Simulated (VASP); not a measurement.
Write the native input for VASP 6.6.1 that does the following.

| Property | Result |
| --- | --- |
| Task | single point |
| Functional | PBE |
| Potentials or basis | VASP PAW PBE potentials, release 64 (Be, Te) |
| Cutoff | 600 eV |
| k mesh | 6 × 6 × 6 |
| Occupations | gaussian, width 0.2 eV |
| Spin | no spin polarisation |
| Dipole correction | no |
| Further INCAR settings | ALGO = Normal; EDIFF = 1e-06; NBANDS = 11 |

The structure of BeTe lies in POSCAR:

```
BeTe
1.0
    3.3559882439      0.0000000000      0.0000000000
    0.0000000000      3.3559882439      0.0000000000
    0.0000000000      0.0000000000      3.3559882439
Be Te
1 1
Direct
    0.0000000000      0.0000000000      0.0000000000
    0.5000000000      0.5000000000      0.5000000000
```

These files were run (other wordings do the same):

INCAR

```
PREC     = Accurate       # precision mode
ENCUT    = 600            # plane-wave cutoff, eV
EDIFF    = 1E-6           # SCF threshold, eV
ISMEAR   = 0              # smearing method
SIGMA    = 0.2            # smearing width, eV
LREAL    = F              # projectors in reciprocal space
LASPH    = T              # aspherical terms in the spheres
NELM     = 120            # most SCF steps
ALGO     = Normal         # electronic algorithm
ISIF     = 2              # what is computed and relaxed
LWAVE    = F              # write WAVECAR
LCHARG   = F              # write CHGCAR
GGA      = PE             # functional
NBANDS   = 11             # bands
GGA_COMPAT= F
```

KPOINTS

```
Automatic mesh
0
Gamma
  6 6 6
```

Potentials or basis: VASP PAW PBE potentials, release 64 (Be, Te).

Run with:

```sh
$ cat potpaw_PBE.64/Be/POTCAR potpaw_PBE.64/Te/POTCAR > POTCAR
$ mpirun -np 1 vasp_std > vasp.out
```

It gave:

The pressure is -0.3 GPa. The band gap on the k mesh is zero (band 4 reaches 9.05 eV, above the bottom of band 5 at 6.50 eV).

Caveat: spin-orbit coupling is left out, which moves the levels of the heavy elements.

It took 4.9 s on 1 thread of Intel(R) Xeon(R) Platinum 8488C (Sapphire Rapids), on a shared host, peak memory 0.16 GiB.
